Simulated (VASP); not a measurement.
The system is CoO.

```
Co O
1.0
     1.60222    0.92504    2.56647
    -1.60222    0.92504    2.56647
     0.00000   -1.85008    2.56647
Co O
1 1
Direct
  0.99898 0.99898 0.99898
  0.75102 0.75102 0.75102
```

Base run:

```yaml
Program: VASP 6.6.1
Functional: PBE
Potentials_or_basis: VASP PAW PBE potentials, release 64 (Co_sv, O)
Cutoff: 700 eV
k_mesh: 10 × 10 × 10
Occupations: fermi-dirac, width 0.05 eV
Spin: collinear spin, ferromagnetic start
Starting_moments: "[3.5, 0.0] μB"
```

Its results: pressure -0.9 GPa; net moment 2.75 μB per cell; site moments Co +2.31; O +0.29 μB; largest force 0.262 eV/Å.

Question: The run is repeated on the same cell with these changes: functional from PBE to PBEsol; moments at the start from [3.5, 0.0] to [1.71, 0.0]. What comes out?

Answer: Pressure -8.8 GPa; net moment 2.78 μB per cell; site moments Co +2.33; O +0.30 μB; largest force 0.215 eV/Å.

Caveats: a cell with one magnetic atom can't hold antiferromagnetic order, which such compounds often take; the stress differs along the axes, from -3 to 3 GPa (at least some runs); the cell stands under tension (at least some runs); the PAW data sets were made with another functional, which shifts forces and pressure a little (at least some runs).
